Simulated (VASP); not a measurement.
# Cd (P6_3/mmc) in VASP: a series of runs

Runs on Cd. Level: LDA. Tasks: single point, relaxation of cell and atoms.

Program: VASP 6.6.1. These are calculated values, not measurements. Logs are shortened: lines on timing, memory, paths and dates and some standing lists are left out, and cuts for length are marked.

### Step 1. The cell of the first run

Symmetry: P6_3/mmc, No. 194, hexagonal system. The conventional cell has a = 2.892 Å, b = 2.892 Å, c = 5.564 Å, α = 90.00°, β = 90.00°, γ = 120.00°. Cd (site symmetry -6m2) has 12 Cd at 2.89 to 3.24 Å within 3.8 Å.

### Step 2. Single point, LDA

File INCAR:

```
PREC = Accurate ; ENCUT = 540
EDIFF = 1E-6 ; ISMEAR = -1
SIGMA = 0.05 ; LREAL = False
LASPH = True ; NELM = 120
ALGO = Normal ; ISIF = 2
LWAVE = False ; LCHARG = False
GGA = CA ; NBANDS = 27
GGA_COMPAT = False
```

File KPOINTS:

```
regular mesh
0
Gamma
  7 7 3
```

File POSCAR:

```
Cd
1.0
    2.8919652310      0.0000000000      0.0000000000
   -1.4459826155      2.5045153569      0.0000000000
    0.0000000000      0.0000000000      5.5635011566
Cd
2
Direct
    0.3333333333      0.6666666667      0.2500000000
    0.6666666667      0.3333333333      0.7500000000
```

Potentials or basis: VASP PAW LDA potentials, release 64 (Cd_sv_GW).

The run is started by

```
> cat potpaw_LDA.64/Cd_sv_GW/POTCAR > POTCAR
> mpirun -np 1 vasp_std > vasp.out
```

OUTCAR:

```text
PREC = Accurate
   ENCUT = 540
   EDIFF = 1E-6
   ISMEAR = -1
   LREAL = False
   LASPH = True
   NELM = 120
   ISIF = 2
   GGA = CA

 ion  position               nearest neighbor table
   1  0.333  0.667  0.250-
   2  0.667  0.333  0.750-

  LATTYP: Found a hexagonal cell.
 ALAT       =     2.8919652310
 C/A-ratio  =     1.9237787152

  Lattice vectors:

 A1 = (   2.8919652310,   0.0000000000,   0.0000000000)
 A2 = (  -1.4459826155,   2.5045153569,   0.0000000000)
 A3 = (   0.0000000000,   0.0000000000,   5.5635011566)

Analysis of symmetry for initial positions (statically):
=====================================================================
 Subroutine PRICEL returns:
 Original cell was already a primitive cell.

 Routine SETGRP: Setting up the symmetry group for a
 hexagonal supercell.

 Subroutine GETGRP returns: Found 24 space group operations
 (whereof 12 operations were pure point group operations)
 out of a pool of 24 trial point group operations.

The static configuration has the point symmetry D_3d.
 The point group associated with its full space group is D_6h.

Analysis of symmetry for dynamics (positions and initial velocities):
=====================================================================
 Subroutine PRICEL returns:
 Original cell was already a primitive cell.

 Routine SETGRP: Setting up the symmetry group for a
 hexagonal supercell.

 Subroutine GETGRP returns: Found 24 space group operations
 (whereof 12 operations were pure point group operations)
 out of a pool of 24 trial point group operations.

The dynamic configuration has the point symmetry D_3d.
 The point group associated with its full space group is D_6h.

 Subroutine INISYM returns: Found 24 space group operations
 (whereof 12 operations are pure point group operations),
 and found     1 'primitive' translations

----------------------------------------------------------------------------------------

                                     Primitive cell

  volume of cell :      40.2963

  direct lattice vectors                    reciprocal lattice vectors
     2.891965231  0.000000000  0.000000000     0.345785623  0.199639423  0.000000000
    -1.445982615  2.504515357  0.000000000     0.000000000  0.399278845  0.000000000
     0.000000000  0.000000000  5.563501157     0.000000000  0.000000000  0.179742930

  length of vectors
     2.891965231  2.891965231  5.563501157     0.399278845  0.399278845  0.179742930

  position of ions in fractional coordinates (direct lattice)
     0.333333333  0.666666667  0.250000000
     0.666666667  0.333333333  0.750000000

  ion indices of the primitive-cell ions
   primitive index   ion index
                 1           1
                 2           2

----------------------------------------------------------------------------------------

 KPOINTS: regular mesh

Automatic generation of k-mesh.
 Grid dimensions read from file:
 generate k-points for:    7    7    3

 Generating k-lattice:

  Cartesian coordinates                     Fractional coordinates (reciprocal lattice)
     0.049397946  0.028519918  0.000000000     0.142857143  0.000000000  0.000000000
     0.000000000  0.057039835  0.000000000     0.000000000  0.142857143  0.000000000
     0.000000000  0.000000000  0.059914310     0.000000000  0.000000000  0.333333333

  Length of vectors
     0.057039835  0.057039835  0.059914310

  Shift w.r.t. Gamma in fractional coordinates (k-lattice)
     0.000000000  0.000000000  0.000000000

 Subroutine IBZKPT returns following result:
 ===========================================

 Found     16 irreducible k-points:

 Following reciprocal coordinates:
            Coordinates               Weight
  0.000000  0.000000  0.000000      1.000000
  0.142857  0.000000  0.000000      6.000000
  0.285714  0.000000  0.000000      6.000000
  0.428571  0.000000  0.000000      6.000000
  0.142857  0.142857  0.000000      6.000000
  0.285714  0.142857  0.000000     12.000000
[... 8 lines left out ...]
  0.428571  0.142857  0.333333     12.000000
  0.285714  0.285714  0.333333     12.000000
   k-points           NKPTS =     16   k-points in BZ     NKDIM =     16   number of bands    NBANDS=     27
   number of dos      NEDOS =    301   number of ions     NIONS =      2
   total plane-waves  NPLWV =  24192
   dimension x,y,z NGX =    24 NGY =   24 NGZ =   42
   dimension x,y,z NGXF=    48 NGYF=   48 NGZF=   84
   ions per type =               2
   NGX,Y,Z   is equivalent  to a cutoff of  13.80, 13.80, 12.55 a.u.
   NGXF,Y,Z  is equivalent  to a cutoff of  27.59, 27.59, 25.10 a.u.
 SYSTEM =  unknown system
   PREC   = accura    normal or accurate (medium, high low for compatibility)
   ISTART =      0    job   : 0-new  1-cont  2-samecut
   ICHARG =      2    charge: 1-file 2-atom 10-const
   ISPIN  =      1    spin polarized calculation?
   LNONCOLLINEAR =      F non collinear calculations
   LSORBIT =      F    spin-orbit coupling
   LASPH  =      T    aspherical Exc in radial PAW
   ENCUT  =  540.0 eV  39.69 Ry    6.30 a.u.   5.48  5.48 10.54*2*pi/ulx,y,z
   NELM   =    120;   NELMIN=  2; NELMDL= -5     # of ELM steps
   EDIFF  = 0.1E-05   stopping-criterion for ELM
   LREAL  =      F    real-space projection
   EDIFFG = 0.1E-04   stopping-criterion for IOM
   NSW    =      0    number of steps for IOM
   IBRION =     -1    ionic relax: 0-MD 1-quasi-New 2-CG
   NFREE  =      0    steps in history (QN), initial steepest desc. (CG)
   ISIF   =      2    stress and relaxation
   ISYM   =      2    0-nonsym 1-usesym 2-fastsym
   POTIM  = 0.5000    time-step for ionic-motion
   TEBEG  =    0.0;   TEEND  =   0.0 temperature during run
   PSTRESS=    0.0 pullay stress
   NELECT =      40.0000    total number of electrons
   NUPDOWN=      -1.0000    fix difference up-down
   EMIN   =  10.00;   EMAX   =-10.00  energy-range for DOS
   EFERMI =   0.00;   METHOD = LEGACY
   ISMEAR =    -1;   SIGMA  =   0.05  broadening in eV -4-tet -1-fermi 0-gaus
   EFERMI_NEDOS =   21; number of points for ismear=-14 and -15
   IALGO  =     38    algorithm
   IMIX   =      4    mixing-type and parameters
     AMIX     =   0.40;   BMIX     =  1.00
     AMIX_MAG =   1.60;   BMIX_MAG =  1.00
  volume/ion in A,a.u.               =      20.15       135.97
  Fermi-wavevector in a.u.,A,eV,Ry     =   1.633076  3.086067 36.285903  2.666939
  Thomas-Fermi vector in A             =   2.724941
   LORBIT       =      0    0 simple, 1 ext, 2 COOP (PROOUT), +10 PAW based schemes
   GGA     = CA    functional components
   LHFCALC =     F    Hartree Fock is set to
   AEXX    =    0.0000 exact exchange contribution
   IVDW    =     0    specifies the selected vdW correction
   LEPSILON=     F    determine dielectric tensor
   LRPA    =     F    only Hartree local field effects (RPA)
 non-spin polarized calculation
  energy-cutoff  :      540.00
  volume of cell :       40.30
 maximum number of plane-waves:      1179
 NGX is ok and might be reduce to    24
   NGX = 11   NGY = 11   NGZ = 21

 number of electron      40.0000021 magnetization

 Free energy of the ion-electron system (eV)
  ---------------------------------------------------
  ext. energy  EPLUGINS =         0.00000000
  ---------------------------------------------------
  free energy    TOTEN  =        -3.11877603 eV

  energy without entropy =       -3.11628626  energy(sigma->0) =       -3.11753115

 E-fermi :   6.7726     XC(G=0): -12.0588

 val. band max:        6.6766774173   @ k =   0.4286   0.0000   0.0000
 cond. band min:       7.1052969965   @ k =   0.2857   0.2857   0.3333
 fundamental gap:      0.4286195792
 Fermi energy:         6.7726420801

 k-point     1 :       0.0000    0.0000    0.0000
  band No.  band energies     occupation
      1     -95.6508      2.00000
      2     -95.6493      2.00000
      3     -57.0339      2.00000
      4     -57.0073      2.00000
      5     -56.9862      2.00000
      6     -56.9862      2.00000
[... 19 lines left out ...]
     26      22.5913      0.00000
     27      22.5916      0.00000

 k-point     2 :       0.1429    0.0000    0.0000
  band No.  band energies     occupation
      1     -95.6494      2.00000
      2     -95.6482      2.00000
      3     -57.0312      2.00000
      4     -57.0069      2.00000
      5     -57.0012      2.00000
      6     -56.9980      2.00000
[... 19 lines left out ...]
     26      21.7747      0.00000
     27      22.0349      0.00000

 k-point     3 :       0.2857    0.0000    0.0000
  band No.  band energies     occupation
      1     -95.6464      2.00000
      2     -95.6455      2.00000
      3     -57.0337      2.00000
      4     -57.0312      2.00000
      5     -57.0248      2.00000
      6     -57.0073      2.00000
[... 19 lines left out ...]
     26      20.1951      0.00000
     27      20.7952      0.00000

 k-point     4 :       0.4286    0.0000    0.0000
  band No.  band energies     occupation
      1     -95.6439      2.00000
      2     -95.6433      2.00000
      3     -57.0595      2.00000
      4     -57.0569      2.00000
      5     -57.0180      2.00000
      6     -57.0079      2.00000
[... 19 lines left out ...]
     26      20.3765      0.00000
     27      20.5845      0.00000
[... 276 lines left out ...]
      4     -57.0466      2.00000
      5     -57.0161      2.00000
      6     -57.0110      2.00000
[... 19 lines left out ...]
     26      16.1024      0.00000
     27      19.7893      0.00000

 k-point    15 :       0.4286    0.1429    0.3333
  band No.  band energies     occupation
      1     -95.6431      2.00000
      2     -95.6429      2.00000
      3     -57.0587      2.00000
      4     -57.0572      2.00000
      5     -57.0161      2.00000
      6     -57.0140      2.00000
[... 19 lines left out ...]
     26      15.3047      0.00000
     27      20.3741      0.00000

 k-point    16 :       0.2857    0.2857    0.3333
  band No.  band energies     occupation
      1     -95.6428      2.00000
      2     -95.6426      2.00000
      3     -57.0486      2.00000
      4     -57.0477      2.00000
      5     -57.0295      2.00000
      6     -57.0282      2.00000
[... 19 lines left out ...]
     26      16.6780      0.00000
     27      18.0953      0.00000

------------------------ aborting loop because EDIFF is reached ----------------------------------------

  FORCE on cell =-STRESS in cart. coord.  units (eV):
  Direction    XX          YY          ZZ          XY          YZ          ZX
  --------------------------------------------------------------------------------------
  -------------------------------------------------------------------------------------
  Total       -0.5387929     -0.5387929     -0.5896553     -0.0000000      0.0000000      0.0000000
  in kB      -21.4223706    -21.4223706    -23.4446556     -0.0000000      0.0000000      0.0000000
  external PRESSURE =     -22.0964656 kB  Pullay stress =       0.0000000 kB

 VOLUME and BASIS-vectors are now :
 -----------------------------------------------------------------------------
  energy-cutoff  :      540.00
  volume of cell :       40.30
      direct lattice vectors                 reciprocal lattice vectors
     2.891965231  0.000000000  0.000000000     0.345785623  0.199639423  0.000000000
    -1.445982615  2.504515357  0.000000000     0.000000000  0.399278845  0.000000000
     0.000000000  0.000000000  5.563501157     0.000000000  0.000000000  0.179742930

 POSITION                                       TOTAL-FORCE (eV/Angst)
 -----------------------------------------------------------------------------------
     -0.00000      1.66968      1.39088         0.000000     -0.000000     -0.000000
      1.44598      0.83484      4.17263        -0.000000      0.000000      0.000000
 -----------------------------------------------------------------------------------
    total drift:                               -0.000000      0.000000      0.000000

  FREE ENERGIE OF THE ION-ELECTRON SYSTEM (eV)
  ---------------------------------------------------
  free  energy   TOTEN  =        -3.1187760309 eV

  energy  without entropy=       -3.1162862599  energy(sigma->0) =       -3.11753115
```

It used 25 s of CPU time on 1 thread of AMD EPYC 7R13 Processor (Zen 3), on a shared host.

What came out:

- Free energy: -3.1188 eV
- Pressure: -2.2 GPa
- Band gap on the k mesh: zero (band 20 reaches 8.43 eV, above the bottom of band 21 at 3.71 eV)

Caveat: the k points lie up to 0.38 Å⁻¹ apart.

[end of part 1 of 2]
